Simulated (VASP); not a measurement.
Here is a VASP 6.6.1 calculation.

Contents of INCAR:

```
  ALGO = Normal
  EDIFF = 1E-6
  ENCUT = 520
  GGA = PS
  ISIF = 2
  ISMEAR = 0
  LASPH = T
  LCHARG = T
  LELF = T
  LREAL = F
  LVHAR = T
  LWAVE = F
  NBANDS = 18
  NELM = 100
  PREC = Accurate
  SIGMA = 0.15
```

Contents of KPOINTS:

```
k-points
0
Gamma
  20 20 20
```

POSCAR

```
Si2Mo
1.0
   -1.5950350805      1.5950350805      4.1062266000
    1.5950350805     -1.5950350805      4.1062266000
    1.5950350805      1.5950350805     -4.1062266000
Si Mo
2 1
Direct
    0.3350596655      0.3350596655      0.0000000000
    0.6649403345      0.6649403345      0.0000000000
    0.0000000000      0.0000000000      0.0000000000
```

Potentials or basis: VASP PAW PBE potentials, release 64 (Si, Mo_sv).

Run with:

```sh
$ cat potpaw_PBE.64/Si/POTCAR potpaw_PBE.64/Mo_sv/POTCAR > POTCAR
$ mpirun -np 1 vasp_std > vasp.out
```

Task: What does it give for the largest force?

Result: 0.198 eV/Å.

Task: Predict the band gap on the k mesh.

Result: Zero (bands 11 and 12 overlap by 0.92 eV).

Task: What does it give for the pressure?

Result: -9.6 GPa.

Forces on the atoms (eV/Å):
```
Si   0.000  0.000  0.198
Si   0.000  0.000 -0.198
Mo   0.000  0.000  0.000
```

Caveat: the cell differs from its parent crystal (strain +0.000 along x and y, +0.050 along z); the stress differs along the axes, from -21 to -4 GPa; the PAW data sets were made with another functional, which shifts forces and pressure a little.
